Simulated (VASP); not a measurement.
A run of VASP 6.6.1 is set up as follows.

File INCAR:

```
SYSTEM = MoCl
ALGO = Normal
EDIFF = 1E-7
ENCUT = 520
GGA = PE
ISIF = 2
ISMEAR = 0
ISPIN = 2
LASPH = .TRUE.
LCHARG = .FALSE.
LMAXMIX = 4
LORBIT = 11
LREAL = .FALSE.
LWAVE = .FALSE.
MAGMOM = 1 1 0 0
NBANDS = 33
NELM = 150
PREC = Accurate
SIGMA = 0.2
```

Contents of KPOINTS:

```
k-points
0
G
  7 7 7
  0 0 0
```

File POSCAR:

```
MoCl
1.0
    1.5158695708      0.8751877030      9.5392661396
   -1.5158695708      0.8751877030      9.5392661396
    0.0000000000     -1.7503754113      9.5392661391
Mo Cl
2 2
Direct
    0.2064296944      0.2064296944      0.2064296944
    0.7935703056      0.7935703056      0.7935703056
    0.6013307171      0.6013307171      0.6013307171
    0.3986692829      0.3986692829      0.3986692829
```

Potentials or basis: VASP PAW PBE potentials, release 64 (Mo_sv, Cl).

Launch:

```sh
$ cat potpaw_PBE.64/Mo_sv/POTCAR potpaw_PBE.64/Cl/POTCAR > POTCAR
$ mpirun -np 1 vasp_std > vasp.out
```

(1) What does it give for the net moment?

(2) Predict the pressure.

(3) Estimate the largest force.

Results:

(1) 0.00 μB per cell.

(2) 0.0 GPa.

(3) 0.011 eV/Å.
